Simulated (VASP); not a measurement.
# Sb (R-3m) in VASP: a series of runs

Sb is run at these levels: PBE+D3(BJ); tasks: single point, relaxation of cell and atoms.

All numbers are computed with VASP 6.6.1; they aren't measurements. Logs are shortened: lines on timing, memory, paths and dates and some standing lists are left out, and cuts for length are marked.

### 1 The cell of the first run

It takes space group R-3m (No. 166, trigonal). Conventional cell: a = 4.201 Å, b = 4.201 Å, c = 10.542 Å, α = 90.00°, β = 90.00°, γ = 120.00°. Within 3.8 Å of Sb (site symmetry 3m) lie 6 Sb at 2.88 to 3.12 Å.

### 2 Single point, PBE+D3(BJ)

INCAR

```
SYSTEM = Sb
PREC = Accurate ; ENCUT = 520
EDIFF = 1E-7 ; ISMEAR = 0
SIGMA = 0.1 ; LREAL = .False.
LASPH = .True. ; NELM = 100
ALGO = Normal ; ISIF = 2
LWAVE = .False. ; LCHARG = .False.
GGA = PE ; IVDW = 12
NBANDS = 12
```

KPOINTS

```
Automatic mesh
0
Gamma
  6 6 6
  0 0 0
```

POSCAR

```
Sb
1.0
    2.1004567231      1.2126992545      3.5140683152
   -2.1004567231      1.2126992545      3.5140683152
    0.0000000000     -2.4253985090      3.5140683152
Sb
2
Direct
    0.2399556734      0.2399556734      0.2399556734
    0.7600443266      0.7600443266      0.7600443266
```

Potentials or basis: VASP PAW PBE potentials, release 64 (Sb).

Command:

```bash
$ cat potpaw_PBE.64/Sb/POTCAR > POTCAR
$ mpirun -np 1 vasp_std > vasp.out
```

OUTCAR:

```text
SYSTEM = Sb
   PREC = Accurate
   ENCUT = 520
   EDIFF = 1E-7
   ISMEAR = 0
   LREAL = .False.
   LASPH = .True.
   NELM = 100
   ISIF = 2
   GGA = PE
   IVDW = 12
 IVDW          = 12

 ion  position               nearest neighbor table
   1  0.240  0.240  0.240-   2 2.88   2 2.88   2 2.88   2 3.12   2 3.12   2 3.12
   2  0.760  0.760  0.760-   1 2.88   1 2.88   1 2.88   1 3.12   1 3.12   1 3.12

  LATTYP: Found a trigonal (rhomboedric) cell.
 ALAT       =     4.2698049196
 COS(alpha) =     0.5160044094

  Lattice vectors:

 A1 = (   2.1004567231,   1.2126992545,   3.5140683152)
 A2 = (  -2.1004567231,   1.2126992545,   3.5140683152)
 A3 = (   0.0000000000,  -2.4253985090,   3.5140683152)

Analysis of symmetry for initial positions (statically):
=====================================================================
 Subroutine PRICEL returns:
 Original cell was already a primitive cell.

 Routine SETGRP: Setting up the symmetry group for a
 trigonal (rhombohedral) supercell.

 Subroutine GETGRP returns: Found 12 space group operations
 (whereof 12 operations were pure point group operations)
 out of a pool of 12 trial point group operations.

The static configuration has the point symmetry D_3d.

Analysis of symmetry for dynamics (positions and initial velocities):
=====================================================================
 Subroutine PRICEL returns:
 Original cell was already a primitive cell.

 Routine SETGRP: Setting up the symmetry group for a
 trigonal (rhombohedral) supercell.

 Subroutine GETGRP returns: Found 12 space group operations
 (whereof 12 operations were pure point group operations)
 out of a pool of 12 trial point group operations.

The dynamic configuration has the point symmetry D_3d.

 Subroutine INISYM returns: Found 12 space group operations
 (whereof 12 operations are pure point group operations),
 and found     1 'primitive' translations

----------------------------------------------------------------------------------------

                                     Primitive cell

  volume of cell :      53.7067

  direct lattice vectors                    reciprocal lattice vectors
     2.100456723  1.212699254  3.514068315     0.238043467  0.137434460  0.094856816
    -2.100456723  1.212699254  3.514068315    -0.238043467  0.137434460  0.094856816
     0.000000000 -2.425398509  3.514068315     0.000000000 -0.274868919  0.094856816

  length of vectors
     4.269804920  4.269804920  4.269804920     0.290776097  0.290776097  0.290776097

  position of ions in fractional coordinates (direct lattice)
     0.239955673  0.239955673  0.239955673
     0.760044327  0.760044327  0.760044327

  ion indices of the primitive-cell ions
   primitive index   ion index
                 1           1
                 2           2

----------------------------------------------------------------------------------------

 KPOINTS: Automatic mesh

Automatic generation of k-mesh.
 Grid dimensions read from file:
 generate k-points for:    6    6    6

 Generating k-lattice:

  Cartesian coordinates                     Fractional coordinates (reciprocal lattice)
     0.039673911  0.022905743  0.015809469     0.166666667 -0.000000000 -0.000000000
    -0.039673911  0.022905743  0.015809469    -0.000000000  0.166666667 -0.000000000
     0.000000000 -0.045811487  0.015809469    -0.000000000 -0.000000000  0.166666667

  Length of vectors
     0.048462683  0.048462683  0.048462683

  Shift w.r.t. Gamma in fractional coordinates (k-lattice)
     0.000000000  0.000000000  0.000000000

 Subroutine IBZKPT returns following result:
 ===========================================

 Found     32 irreducible k-points:

 Following reciprocal coordinates:
            Coordinates               Weight
  0.000000  0.000000  0.000000      1.000000
  0.166667 -0.000000  0.000000      6.000000
  0.333333  0.000000  0.000000      6.000000
  0.500000  0.000000  0.000000      3.000000
  0.166667  0.166667  0.000000      6.000000
  0.333333  0.166667  0.000000     12.000000
[... 16 lines left out ...]
  0.500000  0.500000  0.166667      6.000000
 -0.333333  0.500000  0.166667     12.000000
 [... further k-points ...]
   k-points           NKPTS =     32   k-points in BZ     NKDIM =     32   number of bands    NBANDS=     12
   number of dos      NEDOS =    301   number of ions     NIONS =      2
   total plane-waves  NPLWV =  32768
   dimension x,y,z NGX =    32 NGY =   32 NGZ =   32
   dimension x,y,z NGXF=    64 NGYF=   64 NGZF=   64
   ions per type =               2
   NGX,Y,Z   is equivalent  to a cutoff of  12.46, 12.46, 12.46 a.u.
   NGXF,Y,Z  is equivalent  to a cutoff of  24.92, 24.92, 24.92 a.u.
 SYSTEM =  Sb
   PREC   = accura    normal or accurate (medium, high low for compatibility)
   ISTART =      0    job   : 0-new  1-cont  2-samecut
   ICHARG =      2    charge: 1-file 2-atom 10-const
   ISPIN  =      1    spin polarized calculation?
   LNONCOLLINEAR =      F non collinear calculations
   LSORBIT =      F    spin-orbit coupling
   LASPH  =      T    aspherical Exc in radial PAW
   ENCUT  =  520.0 eV  38.22 Ry    6.18 a.u.   7.94  7.94  7.94*2*pi/ulx,y,z
   NELM   =    100;   NELMIN=  2; NELMDL= -5     # of ELM steps
   EDIFF  = 0.1E-06   stopping-criterion for ELM
   LREAL  =      F    real-space projection
   EDIFFG = 0.1E-05   stopping-criterion for IOM
   NSW    =      0    number of steps for IOM
   IBRION =     -1    ionic relax: 0-MD 1-quasi-New 2-CG
   NFREE  =      0    steps in history (QN), initial steepest desc. (CG)
   ISIF   =      2    stress and relaxation
   ISYM   =      2    0-nonsym 1-usesym 2-fastsym
   POTIM  = 0.5000    time-step for ionic-motion
   TEBEG  =    0.0;   TEEND  =   0.0 temperature during run
   PSTRESS=    0.0 pullay stress
   NELECT =      10.0000    total number of electrons
   NUPDOWN=      -1.0000    fix difference up-down
   EMIN   =  10.00;   EMAX   =-10.00  energy-range for DOS
   EFERMI =   0.00;   METHOD = LEGACY
   ISMEAR =     0;   SIGMA  =   0.10  broadening in eV -4-tet -1-fermi 0-gaus
   EFERMI_NEDOS =   21; number of points for ismear=-14 and -15
   IALGO  =     38    algorithm
   IMIX   =      4    mixing-type and parameters
     AMIX     =   0.40;   BMIX     =  1.00
     AMIX_MAG =   1.60;   BMIX_MAG =  1.00
  volume/ion in A,a.u.               =      26.85       181.22
  Fermi-wavevector in a.u.,A,eV,Ry     =   0.934829  1.766570 11.890197  0.873905
  Thomas-Fermi vector in A             =   2.061674
   LORBIT       =      0    0 simple, 1 ext, 2 COOP (PROOUT), +10 PAW based schemes
   GGA     = PE    functional components
   LHFCALC =     F    Hartree Fock is set to
   AEXX    =    0.0000 exact exchange contribution
   IVDW    =    12    specifies the selected vdW correction
   LEPSILON=     F    determine dielectric tensor
   LRPA    =     F    only Hartree local field effects (RPA)
 non-spin polarized calculation
 Gauss-broadening in eV      SIGMA  =   0.10
  energy-cutoff  :      520.00
  volume of cell :       53.71
 maximum number of plane-waves:      1466
   NGX = 15   NGY = 15   NGZ = 15

 number of electron      10.0000000 magnetization

 number of electron       9.9999999 magnetization

 Free energy of the ion-electron system (eV)
  ---------------------------------------------------
  ext. energy  EPLUGINS =         0.00000000
  ---------------------------------------------------
  free energy    TOTEN  =        -8.03546828 eV

  energy without entropy =       -8.03450072  energy(sigma->0) =       -8.03498450

 E-fermi :   8.7489     XC(G=0): -10.0666

 val. band max:        8.6281376459   @ k =   0.5000   0.0000   0.0000
 cond. band min:       8.7703308501   @ k =   0.5000   0.0000   0.0000
 fundamental gap:      0.1421932042
 Fermi energy:         8.7488700278

 k-point     1 :       0.0000    0.0000    0.0000
  band No.  band energies     occupation
      1      -4.7624      2.00000
      2       4.7148      2.00000
      3       6.6122      2.00000
      4       6.7461      2.00000
      5       6.7461      2.00000
      6      11.5644      0.00000
      7      11.9144      0.00000
      8      11.9144      0.00000
      9      13.4589      0.00000
     10      13.4589      0.00000
     11      13.5912      0.00000
     12      15.1420      0.00000

 k-point     2 :       0.1667   -0.0000    0.0000
  band No.  band energies     occupation
      1      -4.4229      2.00000
      2       2.9597      2.00000
      3       6.6743      2.00000
      4       6.7569      2.00000
      5       7.6950      2.00000
      6      10.7970      0.00000
      7      10.8627      0.00000
      8      11.0890      0.00000
      9      13.1757      0.00000
     10      13.7627      0.00000
     11      13.9209      0.00000
     12      17.1299      0.00000

 k-point     3 :       0.3333    0.0000    0.0000
  band No.  band energies     occupation
      1      -3.4158      2.00000
      2       0.4614      2.00000
      3       6.8963      2.00000
      4       6.9152      2.00000
      5       8.2526      2.00000
      6       9.2801      0.00000
      7       9.3482      0.00000
      8       9.8097      0.00000
      9      14.7185      0.00000
     10      15.3776      0.00000
     11      15.6318      0.00000
     12      20.3672      0.00000
[... 286 lines left out ...]
 k-point    23 :       0.5000    0.5000    0.1667
  band No.  band energies     occupation
      1      -2.1869      2.00000
      2       0.4268      2.00000
      3       3.0159      2.00000
      4       4.9400      2.00000
      5       5.3641      2.00000
      6      11.0994      0.00000
      7      12.9104      0.00000
      8      13.5979      0.00000
      9      15.3541      0.00000
     10      17.9158      0.00000
     11      18.2787      0.00000
     12      19.0845      0.00000

 k-point    24 :      -0.3333    0.5000    0.1667
  band No.  band energies     occupation
      1      -1.5354      2.00000
      2      -0.1388      2.00000
      3       2.6618      2.00000
      4       3.7153      2.00000
      5       6.8355      2.00000
      6      10.9938      0.00000
      7      11.9503      0.00000
      8      15.0399      0.00000
      9      15.3264      0.00000
     10      16.3083      0.00000
     11      19.2160      0.00000
     12      19.9455      0.00000

 [... further k-points ...]

------------------------ aborting loop because EDIFF is reached ----------------------------------------

 Edisp (eV)   -1.06637

 E8    (eV) :    -0.4972

  FORCE on cell =-STRESS in cart. coord.  units (eV):
  Direction    XX          YY          ZZ          XY          YZ          ZX
  --------------------------------------------------------------------------------------
  -------------------------------------------------------------------------------------
  Total       2.18850     2.18850     2.22646    -0.00000     0.00000     0.00000
  in kB      65.28740    65.28740    66.41981    -0.00000     0.00000     0.00000
  external pressure =       65.66 kB  Pullay stress =        0.00 kB

 VOLUME and BASIS-vectors are now :
 -----------------------------------------------------------------------------
  energy-cutoff  :      520.00
  volume of cell :       53.71
      direct lattice vectors                 reciprocal lattice vectors
     2.100456723  1.212699254  3.514068315     0.238043467  0.137434460  0.094856816
    -2.100456723  1.212699254  3.514068315    -0.238043467  0.137434460  0.094856816
     0.000000000 -2.425398509  3.514068315     0.000000000 -0.274868919  0.094856816

 POSITION                                       TOTAL-FORCE (eV/Angst)
 -----------------------------------------------------------------------------------
      0.00000      0.00000      2.52966         0.000000      0.000000      0.040786
      0.00000      0.00000      8.01254         0.000000      0.000000     -0.040786
 -----------------------------------------------------------------------------------
    total drift:                               -0.000000     -0.000000      0.000000

  FREE ENERGIE OF THE ION-ELECTRON SYSTEM (eV)
  ---------------------------------------------------
  free  energy   TOTEN  =        -9.1018396709 eV

  energy  without entropy=       -9.1008721114  energy(sigma->0) =       -9.10135589
```

It took 8.5 s on 1 thread of Intel Xeon 6975P-C (Granite Rapids), shared host; peak memory 0.18 GiB.

What came out:

```
Free energy                : -9.1018 eV
Pressure                   : 6.6 GPa
Largest force              : 0.041 eV/Å
Band gap on the k mesh     : zero (band 5 reaches 9.04 eV, above the bottom of band 6 at 8.37 eV)
Dispersion energy per atom : -0.533 eV
```

Forces in eV/Å, atoms in the order of the input:
```
Sb   0.000  0.000  0.041
Sb   0.000  0.000 -0.041
```

Stress tensor (GPa, compression positive):
```
6.53 0.00 0.00
0.00 6.53 0.00
0.00 0.00 6.64
```

Caveat: spin-orbit coupling is left out, which moves the levels of the heavy elements; pairwise dispersion overbinds metals, which lowers pressure and volume.

[end of part 1 of 2]
